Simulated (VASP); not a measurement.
# LaC (P-6m2) in VASP: further runs, part 2 of 2

VASP 6.6.1. Earlier steps stand in the parts before.

### 3 Single point, LDA

INCAR reads:

```
  ALGO = Normal
  EDIFF = 1E-6
  ENCUT = 520
  GGA = CA
  ISIF = 2
  ISMEAR = 0
  LASPH = True
  LCHARG = False
  LREAL = False
  LWAVE = False
  NBANDS = 14
  NELM = 60
  PREC = Accurate
  SIGMA = 0.05
```

KPOINTS reads:

```
k-points
0
Gamma
  10 10 10
```

POSCAR reads:

```
LaC
1.0
    3.7615465854      0.0000000000      0.0000000000
   -1.8807732927      3.2575949005      0.0000000000
    0.0000000000      0.0000000000      3.2120628345
La C
1 1
Direct
    0.0000000000      0.0000000000      0.0000000000
    0.6666666667      0.3333333333      0.5000000000
```

Potentials or basis: VASP PAW LDA potentials, release 64 (La, C).

Launch:

```bash
$ cat potpaw_LDA.64/La/POTCAR potpaw_LDA.64/C/POTCAR > POTCAR
$ mpirun -np 1 vasp_std > vasp.out
```

OUTCAR:

```text
EDIFF = 1E-6
   ENCUT = 520
   GGA = CA
   ISIF = 2
   ISMEAR = 0
   LASPH = True
   LREAL = False
   NELM = 60
   PREC = Accurate

 ion  position               nearest neighbor table
   1  0.000  0.000  0.000-   2 2.70   2 2.70   2 2.70   2 2.70   2 2.70   2 2.70
   2  0.667  0.333  0.500-   1 2.70   1 2.70   1 2.70   1 2.70   1 2.70   1 2.70

  LATTYP: Found a hexagonal cell.
 ALAT       =     3.7615465854
 C/A-ratio  =     0.8539207907

  Lattice vectors:

 A1 = (   3.7615465854,   0.0000000000,   0.0000000000)
 A2 = (  -1.8807732927,   3.2575949005,   0.0000000000)
 A3 = (   0.0000000000,   0.0000000000,   3.2120628345)

Analysis of symmetry for initial positions (statically):
=====================================================================
 Subroutine PRICEL returns:
 Original cell was already a primitive cell.

 Routine SETGRP: Setting up the symmetry group for a
 hexagonal supercell.

 Subroutine GETGRP returns: Found 12 space group operations
 (whereof 12 operations were pure point group operations)
 out of a pool of 24 trial point group operations.

The static configuration has the point symmetry D_3h.

[... 165 lines left out ...]
 fundamental gap:      0.0232830245
 Fermi energy:         7.5861761203

 k-point     1 :       0.0000    0.0000    0.0000
  band No.  band energies     occupation
      1     -24.0074      2.00000
      2      -7.2318      2.00000
      3      -7.2318      2.00000
      4      -6.6350      2.00000
      5      -1.2832      2.00000
      6       6.5897      2.00000
      7       6.5897      2.00000
      8       7.4743      1.99845
      9       8.9116      0.00000
     10       9.6320      0.00000
     11      10.5372      0.00000
     12      10.5372      0.00000
     13      10.9773      0.00000
     14      10.9773      0.00000
[... 377 lines left out ...]
      1     -23.8252      2.00000
      2      -8.5920      2.00000
      3      -7.5932      2.00000
      4      -6.7550      2.00000
      5       0.1559      2.00000
      6       5.7179      2.00000
      7       7.4000      2.00000
      8       7.7231      0.00011
      9       8.7539      0.00000
     10      10.3258      0.00000
     11      10.5275      0.00000
     12      10.9581      0.00000
     13      11.0435      0.00000
     14      11.1871      0.00000

 [... further k-points ...]
[... 5 lines left out ...]
  --------------------------------------------------------------------------------------
  -------------------------------------------------------------------------------------
  Total       -1.3452144     -1.3452144     -1.6574387      0.0000000      0.0000000      0.0000000
  in kB      -54.7588764    -54.7588764    -67.4684138      0.0000000      0.0000000      0.0000000
  external PRESSURE =     -58.9953889 kB  Pullay stress =       0.0000000 kB

 VOLUME and BASIS-vectors are now :
 -----------------------------------------------------------------------------
  energy-cutoff  :      520.00
  volume of cell :       39.36
      direct lattice vectors                 reciprocal lattice vectors
     3.761546585  0.000000000  0.000000000     0.265848097  0.153487470  0.000000000
    -1.880773293  3.257594901  0.000000000     0.000000000  0.306974940  0.000000000
     0.000000000  0.000000000  3.212062835     0.000000000  0.000000000  0.311326413

 POSITION                                       TOTAL-FORCE (eV/Angst)
 -----------------------------------------------------------------------------------
      0.00000      0.00000      0.00000         0.000000      0.000000      0.000000
      1.88077      1.08586      1.60603        -0.000000      0.000000      0.000000
 -----------------------------------------------------------------------------------
    total drift:                               -0.000000      0.000000      0.000000

  FREE ENERGIE OF THE ION-ELECTRON SYSTEM (eV)
  ---------------------------------------------------
  free  energy   TOTEN  =       -14.5061531824 eV

  energy  without entropy=      -14.5042128282  energy(sigma->0) =      -14.50518301
```

OSZICAR:

```text
N       E                     dE             d eps       ncg     rms          rms(c)
DAV:   1     0.115176099514E+03    0.11518E+03   -0.53702E+03  2432   0.151E+03
DAV:   2    -0.209806221339E+01   -0.11727E+03   -0.10634E+03  2886   0.216E+02
DAV:   3    -0.151709915446E+02   -0.13073E+02   -0.12563E+02  3484   0.104E+02
DAV:   4    -0.156796957368E+02   -0.50870E+00   -0.48891E+00  3908   0.163E+01
DAV:   5    -0.157245059010E+02   -0.44810E-01   -0.44655E-01  3762   0.460E+00    0.585E+00
DAV:   6    -0.146105703058E+02    0.11139E+01   -0.88068E+00  4130   0.144E+01    0.295E+00
DAV:   7    -0.145305745491E+02    0.79996E-01   -0.47823E-01  4130   0.592E+00    0.149E+00
DAV:   8    -0.145070705771E+02    0.23504E-01   -0.50849E-02  4064   0.207E+00    0.323E-01
DAV:   9    -0.145062155284E+02    0.85505E-03   -0.75894E-03  4330   0.883E-01    0.106E-01
DAV:  10    -0.145061391211E+02    0.76407E-04   -0.67682E-04  3942   0.155E-01    0.345E-02
DAV:  11    -0.145061524719E+02   -0.13351E-04   -0.55628E-05  3834   0.526E-02    0.152E-02
DAV:  12    -0.145061531824E+02   -0.71043E-06   -0.81086E-06  4174   0.287E-02
   1 F= -.14506153E+02 E0= -.14505183E+02  d E =-.194035E-02
```

stdout:

```text
POSCAR found type information on POSCAR LaC
 POSCAR found :  2 types and       2 ions
 scaLAPACK will be used
 LDA part: xc-table for (Slater(with rela. corr.)+CA(PZ))
 , standard interpolation
 POSCAR, INCAR and KPOINTS ok, starting setup
 FFT: planning ... GRIDC
 FFT: planning ... GRID_SOFT
 FFT: planning ... GRID
 WAVECAR not read
 entering main loop
```

Run time: 29 s. Hardware: 1 thread of Intel Xeon Platinum 8488C (Sapphire Rapids), shared host; peak memory 0.19 GiB.

What came out:

- Free energy: -14.5062 eV
- Pressure: -5.9 GPa

Stress tensor (GPa, compression positive):
```
-5.48  0.00  0.00
 0.00 -5.48  0.00
 0.00  0.00 -6.75
```

Levels at points of the mesh, in eV from the Fermi level:
```tsv
k point	band 5	band 6	band 7	band 8	band 9	band 10	band 11	band 12
(0.00, 0.00, 0.00)	-8.87	-1.00	-1.00	-0.11	1.33	2.05	2.95	2.95
(0.50, 0.00, 0.00)	-7.47	-1.91	0.16	0.42	0.42	2.75	2.96	3.39
(0.00, 0.00, 0.50)	-6.63	-2.81	-0.66	-0.66	2.57	2.97	2.97	2.98
(0.50, 0.00, 0.50)	-8.26	-1.88	-1.66	-1.02	2.98	3.06	3.17	3.34
```

Caveat: spin-orbit coupling is left out, which moves the levels of the heavy elements.

### 4 Single point, r2SCAN

POSCAR is that of step 3.

INCAR.step1 reads:

```
SYSTEM = LaC
ALGO = Normal
EDIFF = 1E-4
ENCUT = 520
GGA = PE
ISMEAR = 0
LASPH = .TRUE.
LCHARG = .FALSE.
LREAL = .FALSE.
LWAVE = .TRUE.
NBANDS = 14
NELM = 60
PREC = Accurate
SIGMA = 0.05
```

INCAR.step2 reads:

```
SYSTEM = LaC
ALGO = Normal
EDIFF = 1E-7
ENCUT = 520
ISIF = 2
ISMEAR = 0
ISTART = 1
LASPH = .TRUE.
LCHARG = .FALSE.
LMIXTAU = .TRUE.
LREAL = .FALSE.
LWAVE = .FALSE.
METAGGA = R2SCAN
NBANDS = 14
NELM = 60
PREC = Accurate
SIGMA = 0.05
```

KPOINTS reads:

```
k-points
0
G
  10 10 10
  0 0 0
```

Potentials or basis: VASP PAW PBE potentials, release 64 (La, C).

Launch:

```bash
$ cat potpaw_PBE.64/La/POTCAR potpaw_PBE.64/C/POTCAR > POTCAR
$ cp INCAR.step1 INCAR
$ mpirun -np 1 vasp_std > vasp.out
$ cp INCAR.step2 INCAR
$ mpirun -np 1 vasp_std > vasp.out
```

Run time: 3.2 min. Hardware: 1 thread of Intel Xeon Platinum 8488C (Sapphire Rapids), shared host; peak memory 0.21 GiB.

The run converged. Its results:

| Item | Value |
| --- | --- |
| Free energy | -38.8010 eV |
| Pressure | 0.0 GPa |

Stress tensor (GPa, compression positive):
```
 0.27  0.00  0.00
 0.00  0.27  0.00
 0.00  0.00 -0.52
```

Levels at points of the mesh, in eV from the Fermi level:
```csv
k point,band 6,band 7,band 8,band 9,band 10,band 11
"(0.00, 0.00, 0.00)",-1.09,-1.09,0.18,1.45,2.52,3.48
"(0.50, 0.00, 0.00)",-1.94,0.16,0.39,0.70,3.26,3.51
"(0.00, 0.00, 0.50)",-2.83,-0.75,-0.75,3.06,3.38,3.38
"(0.50, 0.00, 0.50)",-1.95,-1.80,-1.10,3.45,3.61,3.72
```

Caveat: the PAW data sets were made with another functional, which shifts forces and pressure a little; spin-orbit coupling is left out, which moves the levels of the heavy elements.

### 5 Overview

| level | potentials or basis | gap on the mesh (eV) | pressure (GPa) |
| --- | --- | --- | --- |
| PBEsol | VASP PAW PBE potentials, release 64 (La, C) | none | -3.8 |
| LDA | VASP PAW LDA potentials, release 64 (La, C) | none | -5.9 |
| r2SCAN | VASP PAW PBE potentials, release 64 (La, C) | none | 0.0 |

Alike in all rows: task single point; no spin polarisation; cell as given; k mesh 10 × 10 × 10; cutoff (eV) 520; smearing gaussian 0.05 eV.

Caveats: spin-orbit coupling is left out, which moves the levels of the heavy elements; the PAW data sets were made with another functional, which shifts forces and pressure a little (some runs).

Absolute energies hang on the potentials; compare differences alone.
